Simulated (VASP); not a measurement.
A run of VASP 6.6.1:

INCAR

```
ALGO = Normal ; EDIFF = 1E-6
ENCUT = 520 ; GGA = PE
ISIF = 2 ; ISMEAR = 0
LASPH = True ; LCHARG = True
LELF = True ; LREAL = False
LVHAR = True ; LWAVE = False
NBANDS = 36 ; NELM = 60
PREC = Accurate ; SIGMA = 0.1
```

The input KPOINTS:

```
k-points
0
Gamma
  12 12 6
```

POSCAR

```
ZnCd2O3
1.0
    3.4834302315      0.0000000000      0.0000000000
   -1.7417151157      3.0167390728      0.0000000000
    0.0000000000      0.0000000000      8.7221184000
Zn Cd O
1 2 3
Direct
    0.0000000000      0.0000000000      0.3345850000
    0.3333333333      0.6666666667      0.0142190000
    0.6666666667      0.3333333333      0.6600750000
    0.6666666667      0.3333333333      0.9123020000
    0.0000000000      0.0000000000      0.5596900000
    0.3333333333      0.6666666667      0.2691290000
```

Potentials or basis: VASP PAW PBE potentials, release 64 (Zn, Cd, O).

Run with:

```console
$ cat potpaw_PBE.64/Zn/POTCAR potpaw_PBE.64/Cd/POTCAR potpaw_PBE.64/O/POTCAR > POTCAR
$ mpirun -np 1 vasp_std > vasp.out
```

Hardware: 1 thread of Intel(R) Xeon(R) Platinum 8488C (Sapphire Rapids) (shared host).

Task: How long does it take, and how much memory?

Result: Run time: 4.9 min on 1 thread of Intel(R) Xeon(R) Platinum 8488C (Sapphire Rapids), with other jobs on the host, peak memory 0.43 GiB. Counts: scf iterations 15, k points 100.
